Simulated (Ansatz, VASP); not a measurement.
# La in VASP and in Ansatz

```
La
1.0
     3.76513    0.00000    0.00000
    -1.88256    3.26069    0.00000
     0.00000    0.00000    6.11712
La
2
Direct
  0.33333 0.66667 0.75000
  0.66667 0.33333 0.25000
```

Alike in both runs: functional PBE; k mesh 14 × 14 × 8; occupations gaussian, width 0.05 eV; no spin polarisation.

Ansatz relaxed the structure, and its values are those at the end. VASP's run is a single point on that final structure, the one shown.

|  | VASP | Ansatz |
| --- | --- | --- |
| version | VASP 6.6.1 | Ansatz 0.2.0 |
| potentials or method | VASP PAW PBE potentials, release 64 (La), cutoff 520 eV | scalar-relativistic, plane waves, PAW |
| valence electrons in the cell | 22 | 22 |

```csv
,VASP,Ansatz,Ansatz less VASP
gap on the k mesh at the Fermi level (eV),none,none,-
pressure (GPa),0.1,0.0,-0.08
```

A gap of «none» marks a metal or a gap that the smearing closes.

Spin-orbit coupling is off throughout.
